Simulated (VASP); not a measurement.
# Fe (Im-3m) in VASP: further runs, part 2 of 2

VASP 6.6.1. The steps go on from the part before.

## (4) Single point, LDA, collinear spin, ferromagnetic start

Input file INCAR:

```
SYSTEM = Fe
ALGO     = Normal         ! electronic algorithm
EDIFF    = 1E-7           ! SCF threshold, eV
ENCUT    = 520            ! plane-wave cutoff, eV
GGA      = CA             ! functional
ISIF     = 2              ! what is computed and relaxed
ISMEAR   = -1             ! smearing method
ISPIN    = 2              ! spin polarisation
LASPH    = .TRUE.         ! aspherical terms in the spheres
LCHARG   = .FALSE.        ! write CHGCAR
LMAXMIX  = 4              ! l up to which the mixer works
LORBIT   = 11             ! projections on sites
LREAL    = .FALSE.        ! projectors in reciprocal space
LWAVE    = .FALSE.        ! write WAVECAR
MAGMOM   = 1.988          ! initial moments
NBANDS   = 14             ! bands
NELM     = 150            ! most SCF steps
PREC     = Accurate       ! precision mode
SIGMA    = 0.6            ! smearing width, eV
```

Input file KPOINTS:

```
k-points
0
G
  16 16 16
  0 0 0
```

Input file POSCAR:

```
Fe
1.0
   -1.3745984210      1.3745984210      1.3745984210
    1.3745984210     -1.3745984210      1.3745984210
    1.3745984210      1.3745984210     -1.3745984210
Fe
1
Direct
    0.0000000000      0.0000000000      0.0000000000
```

Potentials or basis: VASP PAW LDA potentials, release 64 (Fe).

Command:

```bash
$ cat potpaw_LDA.64/Fe/POTCAR > POTCAR
$ mpirun -np 1 vasp_std > vasp.out
```

OUTCAR:

```text
SYSTEM = Fe
   EDIFF = 1E-7
   ENCUT = 520
   GGA = CA
   ISIF = 2
   ISMEAR = -1
   ISPIN = 2
   LASPH = .TRUE.
   LORBIT = 11
   LREAL = .FALSE.
   NELM = 150
   PREC = Accurate

 ion  position               nearest neighbor table
   1  0.000  0.000  0.000-

  LATTYP: Found a body centered cubic cell.
 ALAT       =     2.7491968420

  Lattice vectors:

 A1 = (  -1.3745984210,   1.3745984210,   1.3745984210)
 A2 = (   1.3745984210,  -1.3745984210,   1.3745984210)
 A3 = (   1.3745984210,   1.3745984210,  -1.3745984210)

Analysis of symmetry for initial positions (statically):
=====================================================================
 Subroutine PRICEL returns:
 Original cell was already a primitive cell.

 Routine SETGRP: Setting up the symmetry group for a
 body centered cubic supercell.

 Subroutine GETGRP returns: Found 48 space group operations
 (whereof 48 operations were pure point group operations)
 out of a pool of 48 trial point group operations.

The static configuration has the point symmetry O_h .

Analysis of symmetry for dynamics (positions and initial velocities):
=====================================================================
 Subroutine PRICEL returns:
 Original cell was already a primitive cell.

 Routine SETGRP: Setting up the symmetry group for a
 body centered cubic supercell.

 Subroutine GETGRP returns: Found 48 space group operations
 (whereof 48 operations were pure point group operations)
 out of a pool of 48 trial point group operations.

The dynamic configuration has the point symmetry O_h .

Analysis of structural, dynamic, and magnetic symmetry:
=====================================================================
 Subroutine PRICEL returns:
 Original cell was already a primitive cell.

 Routine SETGRP: Setting up the symmetry group for a
 body centered cubic supercell.

 Subroutine GETGRP returns: Found 48 space group operations
 (whereof 48 operations were pure point group operations)
 out of a pool of 48 trial point group operations.

The overall configuration has the point symmetry O_h .

 Subroutine INISYM returns: Found 48 space group operations
 (whereof 48 operations are pure point group operations),
 and found     1 'primitive' translations

----------------------------------------------------------------------------------------

                                     Primitive cell

  volume of cell :      10.3893

  direct lattice vectors                    reciprocal lattice vectors
    -1.374598421  1.374598421  1.374598421     0.000000000  0.363742597  0.363742597
     1.374598421 -1.374598421  1.374598421     0.363742597  0.000000000  0.363742597
     1.374598421  1.374598421 -1.374598421     0.363742597  0.363742597  0.000000000

  length of vectors
     2.380874305  2.380874305  2.380874305     0.514409714  0.514409714  0.514409714

  position of ions in fractional coordinates (direct lattice)
     0.000000000  0.000000000  0.000000000

  ion indices of the primitive-cell ions
   primitive index   ion index
                 1           1

----------------------------------------------------------------------------------------

 KPOINTS: k-points

Automatic generation of k-mesh.
 Grid dimensions read from file:
 generate k-points for:   16   16   16

 Generating k-lattice:
[... 66 lines left out ...]
   IBRION =     -1    ionic relax: 0-MD 1-quasi-New 2-CG
   NFREE  =      0    steps in history (QN), initial steepest desc. (CG)
   ISIF   =      2    stress and relaxation
   ISYM   =      2    0-nonsym 1-usesym 2-fastsym
   POTIM  = 0.5000    time-step for ionic-motion
   TEBEG  =    0.0;   TEEND  =   0.0 temperature during run
   PSTRESS=    0.0 pullay stress
   NELECT =       8.0000    total number of electrons
   NUPDOWN=      -1.0000    fix difference up-down
   EMIN   =  10.00;   EMAX   =-10.00  energy-range for DOS
   EFERMI =   0.00;   METHOD = LEGACY
   ISMEAR =    -1;   SIGMA  =   0.60  broadening in eV -4-tet -1-fermi 0-gaus
   EFERMI_NEDOS =   21; number of points for ismear=-14 and -15
   IALGO  =     38    algorithm
   IMIX   =      4    mixing-type and parameters
     AMIX     =   0.40;   BMIX     =  1.00
     AMIX_MAG =   1.60;   BMIX_MAG =  1.00
  volume/ion in A,a.u.               =      10.39        70.11
  Fermi-wavevector in a.u.,A,eV,Ry     =   1.500522  2.835575 30.634413  2.251566
  Thomas-Fermi vector in A             =   2.612011
   LORBIT       =     11    0 simple, 1 ext, 2 COOP (PROOUT), +10 PAW based schemes
   GGA     = CA    functional components
   LHFCALC =     F    Hartree Fock is set to
   AEXX    =    0.0000 exact exchange contribution
   IVDW    =     0    specifies the selected vdW correction
   LEPSILON=     F    determine dielectric tensor
   LRPA    =     F    only Hartree local field effects (RPA)
 spin polarized calculation
  energy-cutoff  :      520.00
  volume of cell :       10.39
 maximum number of plane-waves:       321
 NGX is ok and might be reduce to    18
   NGX =  9   NGY =  9   NGZ =  9

 number of electron       7.9999992 magnetization       0.0008021

 number of electron       7.9999992 magnetization      -0.0001788

 Free energy of the ion-electron system (eV)
  ---------------------------------------------------
  ext. energy  EPLUGINS =         0.00000000
  ---------------------------------------------------
  free energy    TOTEN  =       -10.20463481 eV

  energy without entropy =       -8.19027467  energy(sigma->0) =       -9.19745474

 E-fermi :   6.7966     XC(G=0): -13.9521

 val. band max:        6.7923868277   @ k =   0.0625   0.0625   0.0000
 cond. band min:       6.7973640403   @ k =   0.4375   0.0625   0.0625
 fundamental gap:      0.0049772126
 Fermi energy:         6.7966294843

 spin component 1

 k-point     1 :       0.0000    0.0000    0.0000
  band No.  band energies     occupation
      1      -2.2034      1.00000
      2       4.9852      0.95343
      3       4.9852      0.95343
      4       4.9852      0.95343
      5       6.7703      0.51097
      6       6.7703      0.51097
      7      32.4942      0.00000
      8      32.4942      0.00000
      9      32.4942      0.00000
     10      38.3815      0.00000
     11      38.3815      0.00000
     12      41.2230      0.00000
     13      41.2230      0.00000
     14      41.2230      0.00000
[... 379 lines left out ...]
      3       4.3652      0.98292
      4       6.4868      0.62632
      5       7.1205      0.36824
      6       8.7348      0.03804
      7      20.1224      0.00000
      8      22.2212      0.00000
      9      28.4804      0.00000
     10      33.9528      0.00000
     11      38.2285      0.00000
     12      42.6116      0.00000
     13      46.5014      0.00000
     14      49.1646      0.00000

 [... further k-points ...]

 spin component 2

 k-point     1 :       0.0000    0.0000    0.0000
  band No.  band energies     occupation
      1      -2.2035      1.00000
      2       4.9851      0.95344
      3       4.9851      0.95344
      4       4.9851      0.95344
      5       6.7701      0.51105
      6       6.7701      0.51105
      7      32.4942      0.00000
      8      32.4942      0.00000
      9      32.4942      0.00000
     10      38.3814      0.00000
     11      38.3814      0.00000
     12      41.2230      0.00000
     13      41.2230      0.00000
     14      41.2230      0.00000
[... 379 lines left out ...]
      3       4.3651      0.98292
      4       6.4866      0.62638
      5       7.1203      0.36831
      6       8.7346      0.03805
      7      20.1223      0.00000
      8      22.2211      0.00000
      9      28.4803      0.00000
     10      33.9527      0.00000
     11      38.2284      0.00000
     12      42.6116      0.00000
     13      46.5014      0.00000
     14      49.1645      0.00000

 [... further k-points ...]
[... 5 lines left out ...]
  --------------------------------------------------------------------------------------
  -------------------------------------------------------------------------------------
  Total        0.0525248      0.0525248      0.0525248      0.0000000     -0.0000000     -0.0000000
  in kB        8.1000468      8.1000468      8.1000468      0.0000000     -0.0000000     -0.0000000
  external PRESSURE =       8.1000468 kB  Pullay stress =       0.0000000 kB

 VOLUME and BASIS-vectors are now :
 -----------------------------------------------------------------------------
  energy-cutoff  :      520.00
  volume of cell :       10.39
      direct lattice vectors                 reciprocal lattice vectors
    -1.374598421  1.374598421  1.374598421     0.000000000  0.363742597  0.363742597
     1.374598421 -1.374598421  1.374598421     0.363742597  0.000000000  0.363742597
     1.374598421  1.374598421 -1.374598421     0.363742597  0.363742597  0.000000000

 POSITION                                       TOTAL-FORCE (eV/Angst)
 -----------------------------------------------------------------------------------
      0.00000      0.00000      0.00000         0.000000      0.000000     -0.000000
 -----------------------------------------------------------------------------------
    total drift:                                0.000000      0.000000      0.000000

  FREE ENERGIE OF THE ION-ELECTRON SYSTEM (eV)
  ---------------------------------------------------
  free  energy   TOTEN  =       -10.2046348061 eV

  energy  without entropy=       -8.1902746691  energy(sigma->0) =       -9.19745474

 total charge

# of ion       s       p       d       tot
------------------------------------------
    1        0.526   0.608   6.345   7.479

 magnetization (x)

# of ion       s       p       d       tot
------------------------------------------
    1        0.000   0.000  -0.000  -0.000
```

It took 54 s on 1 thread of Intel Xeon Platinum 8259CL at 2.50GHz (Skylake/Cascade Lake), shared host; peak memory 0.14 GiB.

Results:

```
Free energy                                           : -10.2046 eV
Pressure                                              : 0.8 GPa
Band gap on the k mesh                                : zero (filled and empty bands overlap)
Net moment                                            : 0.00 μB per cell
Valence electrons inside the program's atomic spheres : Fe 7.48
```

Caveat: the starting moments collapsed, and a magnetic state may lie lower.

## (5) Single point, LDA, collinear spin, ferromagnetic start

Input file INCAR:

```
SYSTEM = Fe
PREC = Accurate
ENCUT = 520
EDIFF = 1E-7
ISMEAR = -1
SIGMA = 1.0
LREAL = .False.
LASPH = .True.
NELM = 150
ALGO = Normal
ISIF = 2
LWAVE = .False.
LCHARG = .False.
ISPIN = 2
MAGMOM = 1.988
LORBIT = 11
LMAXMIX = 4
NBANDS = 14
```

Input file KPOINTS:

```
Automatic mesh
0
Gamma
  16 16 16
  0 0 0
```

POSCAR is that of step 4.

Command:

```bash
$ cat potpaw_LDA.64/Fe/POTCAR > POTCAR
$ mpirun -np 1 vasp_std > vasp.out
```

Wall time 47 s (1 thread of Intel Xeon Platinum 8259CL at 2.50GHz (Skylake/Cascade Lake), shared host); peak memory 0.14 GiB.

The run converged. Its results:

* Free energy: -11.7789 eV
* Pressure: 19.6 GPa
* Band gap on the k mesh: zero (filled and empty bands overlap)
* Net moment: 0.00 μB per cell
* Valence electrons inside the program's atomic spheres: Fe 7.49

Levels at points of the mesh, in eV from the Fermi level:
Spin up:
```
           k point  band 1  band 2  band 3  band 4  band 5  band 6  band 7  band 8
(0.00, 0.00, 0.00)   -9.24   -1.93   -1.93   -1.93   -0.12   -0.12   25.44   25.44
(0.50, 0.00, 0.00)   -5.18   -3.28   -0.14    0.14    0.23    1.35    8.51   18.78
(0.50, 0.50, 0.50)   -4.92   -4.92    1.02    1.02    1.02   10.32   10.32   10.32
```
Spin down:
| k point | band 2 | band 3 | band 4 | band 5 | band 6 | band 7 |
| --- | --- | --- | --- | --- | --- | --- |
| (0.00, 0.00, 0.00) | -1.93 | -1.93 | -1.93 | -0.12 | -0.12 | 25.44 |
| (0.50, 0.00, 0.00) | -3.28 | -0.14 | 0.14 | 0.23 | 1.35 | 8.51 |
| (0.50, 0.50, 0.50) | -4.92 | 1.02 | 1.02 | 1.02 | 10.32 | 10.32 |

Caveat: the starting moments collapsed, and a magnetic state may lie lower.

## (6) Single point, LDA, collinear spin, ferromagnetic start

Input file INCAR:

```
  ALGO = Normal
  EDIFF = 1E-6
  ENCUT = 520
  GGA = CA
  ISIF = 2
  ISMEAR = 0
  ISPIN = 2
  LASPH = T
  LCHARG = F
  LMAXMIX = 4
  LORBIT = 11
  LREAL = F
  LWAVE = F
  MAGMOM = 1.988
  NBANDS = 14
  NELM = 150
  PREC = Accurate
  SIGMA = 0.01
```

Input file KPOINTS:

```
k-points
0
Gamma
  16 16 16
```

POSCAR is that of step 5.

Potentials or basis: VASP PAW LDA potentials, release 64 (Fe).

Command:

```bash
$ cat potpaw_LDA.64/Fe/POTCAR > POTCAR
$ mpirun -np 1 vasp_std > vasp.out
```

OUTCAR:

```text
EDIFF = 1E-6
   ENCUT = 520
   GGA = CA
   ISIF = 2
   ISMEAR = 0
   ISPIN = 2
   LASPH = T
   LORBIT = 11
   LREAL = F
   NELM = 150
   PREC = Accurate

 ion  position               nearest neighbor table
   1  0.000  0.000  0.000-

  LATTYP: Found a body centered cubic cell.
 ALAT       =     2.7491968420

  Lattice vectors:

 A1 = (  -1.3745984210,   1.3745984210,   1.3745984210)
 A2 = (   1.3745984210,  -1.3745984210,   1.3745984210)
[... 1025 lines left out ...]
  -------------------------------------------------------------------------------------
  Total       -0.0597598     -0.0597598     -0.0597598      0.0000000     -0.0000000      0.0000000
  in kB       -9.2157799     -9.2157799     -9.2157799      0.0000000     -0.0000000      0.0000000
  external PRESSURE =      -9.2157799 kB  Pullay stress =       0.0000000 kB

 VOLUME and BASIS-vectors are now :
 -----------------------------------------------------------------------------
  energy-cutoff  :      520.00
  volume of cell :       10.39
      direct lattice vectors                 reciprocal lattice vectors
    -1.374598421  1.374598421  1.374598421     0.000000000  0.363742597  0.363742597
     1.374598421 -1.374598421  1.374598421     0.363742597  0.000000000  0.363742597
     1.374598421  1.374598421 -1.374598421     0.363742597  0.363742597  0.000000000

 POSITION                                       TOTAL-FORCE (eV/Angst)
 -----------------------------------------------------------------------------------
      0.00000      0.00000      0.00000         0.000000     -0.000000      0.000000
 -----------------------------------------------------------------------------------
    total drift:                                0.000000      0.000000      0.000000

  FREE ENERGIE OF THE ION-ELECTRON SYSTEM (eV)
  ---------------------------------------------------
  free  energy   TOTEN  =        -9.2244124177 eV

  energy  without entropy=       -9.2243775964  energy(sigma->0) =       -9.22439501

 total charge

# of ion       s       p       d       tot
------------------------------------------
    1        0.528   0.617   6.334   7.479

 magnetization (x)

# of ion       s       p       d       tot
------------------------------------------
    1       -0.008  -0.029   1.947   1.910
```

Wall time 37 s (1 thread of Intel Xeon Platinum 8259CL at 2.50GHz (Skylake/Cascade Lake), shared host); peak memory 0.14 GiB.

Results:

```yaml
Free_energy: -9.2244 eV
Pressure: -0.9 GPa
Net_moment: 1.94 μB per cell
Site_moments: Fe +1.91 μB
Valence_electrons_inside_the_program's_atomic_spheres: Fe 7.48
```

## (7) Summary

```csv
k mesh,smearing,gap on the mesh (eV),pressure (GPa),moment (μB)
17 × 17 × 17,fermi-dirac 0.05 eV,none,0.4,2.00
23 × 23 × 23,fermi-dirac 0.05 eV,none,-0.4,1.97
16 × 16 × 16,gaussian 0.01 eV,none,-0.9,1.94
```

Alike in all rows: task single point; level LDA; potentials or basis VASP PAW LDA potentials, release 64 (Fe); spin collinear, ferromagnetic start; cell as given; cutoff (eV) 520.

Every run on the cell as given and a fine mesh finds a metal.

Total energies depend on the potentials used, so only differences within one code and one set of settings carry meaning.
